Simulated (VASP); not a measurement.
## Al: single point with PBE

The system is Al.

```
CELL_PARAMETERS angstrom
0.00000 1.95819 1.95819
1.95819 0.00000 1.95819
1.95819 1.95819 0.00000
ATOMIC_POSITIONS crystal
Al 0.00000 0.00000 0.00000
```

- Program: VASP 6.6.1
- Task: single point
- Functional: PBE
- Potentials or basis: VASP PAW PBE potentials, release 64 (Al)
- Cutoff: 520 eV
- k mesh: 18 × 18 × 18
- Occupations: gaussian, width 0.1 eV
- Spin: no spin polarisation
- Dipole correction: no
- Further INCAR settings: ALGO = Normal; EDIFF = 1e-07; NBANDS = 8

- Pressure: 8.9 GPa

Levels at points of the mesh, in eV from the Fermi level:
```tsv
k point	band 1	band 2	band 3	band 4	band 5
(0.00, 0.00, 0.00)	-11.80	13.16	13.16	13.16	15.39
(0.50, 0.00, 0.00)	-4.97	-4.51	11.91	11.91	12.46
(0.50, 0.50, 0.00)	-3.15	-1.63	5.28	6.06	6.06
```

Run time: 10 s on 1 thread of AMD EPYC 9R45 (Zen 5), on a shared host, peak memory 0.11 GiB.
